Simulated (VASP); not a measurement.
A run of VASP 6.6.1 is set up as follows.

File INCAR:

```
  PREC = Accurate
  ENCUT = 520
  EDIFF = 1E-8
  ISMEAR = -1
  SIGMA = 0.15
  LREAL = F
  LASPH = T
  NELM = 60
  ALGO = Normal
  ISIF = 2
  LWAVE = F
  LCHARG = F
  GGA = PS
  IBRION = 8
  NSW = 1
```

Contents of KPOINTS:

```
Automatic mesh
0
Gamma
  16 16 16
```

The input POSCAR:

```
TiN
1.0
    0.0000000000      2.1026817789      2.1026817789
    2.1026817789      0.0000000000      2.1026817789
    2.1026817789      2.1026817789      0.0000000000
Ti N
1 1
Direct
    0.0000000000      0.0000000000      0.0000000000
    0.5000000000      0.5000000000      0.5000000000
```

Potentials or basis: VASP PAW PBE potentials, release 64 (Ti_sv, N).

Run with:

```sh
$ cat potpaw_PBE.64/Ti_sv/POTCAR potpaw_PBE.64/N/POTCAR > POTCAR
$ mpirun -np 1 vasp_std > vasp.out
```

**Question.** What does it give for the highest phonon frequency at Γ, LO-TO splitting left out?

**Answer.** 532 cm⁻¹.

Phonon frequencies in cm⁻¹ (negative: imaginary):
```tsv
q point	frequencies
(0.000, 0.000, 0.000)	0 0 0 532 532 532
```
